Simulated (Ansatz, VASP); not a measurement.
# MgO: VASP beside Ansatz

```
Mg O
1.0
     3.30347    0.00000    0.00000
    -1.65173    2.86089    0.00000
     0.00000    0.00000    5.01939
Mg O
2 2
Direct
  0.30985 0.64150 0.00366
  0.69015 0.35850 0.50366
  0.35512 0.69001 0.40094
  0.64488 0.30999 0.90094
```

Change from the starting cell: mode 4 frozen in at -0.036 Å and mode 5 at -0.072 Å (largest displacements).

Alike in both runs: task single point; functional PBEsol; k mesh 9 × 9 × 6; occupations gaussian, width 0.05 eV; no spin polarisation.

```csv
,VASP,Ansatz
version,VASP 6.6.1,Ansatz 0.2.0
potentials or method,"VASP PAW PBE potentials, release 64 (Mg, O), cutoff 520 eV","scalar-relativistic, plane waves, PAW"
valence electrons in the cell,16,32
```

```tsv
	VASP	Ansatz	Ansatz less VASP
gap on the k mesh at the Fermi level (eV)	3.31	3.32	+0.005
least direct gap on the mesh (eV)	3.31	3.32	+0.005
pressure (GPa)	-0.4	-0.1	+0.31
traceless stress, the component that is largest in VASP (GPa)	-0.26	-0.25	+0.013
rms of the force components (eV/Å)	0.128	0.127	-0.0014
```

VASP's potentials were made for PBE, not for PBEsol, and Ansatz warns of the same on its side. Atom by atom the forces differ by 0.002 eV/Å (rms over components). VASP's potentials hold 16 valence electrons a cell and Ansatz's 32, so a difference there can come from the potentials and not from the codes.
